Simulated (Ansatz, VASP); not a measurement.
LiSe6 in VASP and in Ansatz

```xyz
7
Lattice="6.7314 0.0000 0.0000 0.0000 6.7314 0.0000 0.0000 0.0000 6.7314" Properties=species:S:1:pos:R:3 pbc="T T T"
Li    0.0000    0.0000    0.0000
Se    5.5817    3.3657    3.3657
Se    1.1497    3.3657    3.3657
Se    3.3657    3.3657    5.5817
Se    3.3657    3.3657    1.1497
Se    3.3657    1.1497    3.3657
Se    3.3657    5.5817    3.3657
```

Change from the starting cell: species swapped into the YbB6 type (Pm-3m, No. 221).

Alike in both runs: functional PBE; k mesh 6 × 6 × 6; occupations gaussian, width 0.1 eV; no spin polarisation.

Ansatz relaxed the structure, and its values are those at the end. VASP's run is a single point on that final structure, the one shown.

```csv
,VASP,Ansatz
version,VASP 6.6.1,Ansatz 0.2.0
potentials or method,"VASP PAW PBE potentials, release 64 (Li_sv, Se), cutoff 520 eV","scalar-relativistic, plane waves, PAW"
valence electrons in the cell,39,99
```

Ansatz gave:

- gap on the k mesh at the Fermi level (eV): none
- rms of the force components (eV/Å): 0.001

**Question.** Estimate VASP's values.

**Answer.** gap on the k mesh at the Fermi level (eV): none; rms of the force components (eV/Å): 0.018.

A gap of «none» marks a metal or a gap that the smearing closes. VASP's potentials hold 39 valence electrons a cell and Ansatz's 99, so a difference there can come from the potentials and not from the codes.

Noted on VASP's run: the cutoff is short for stress, so the pressure is rough.
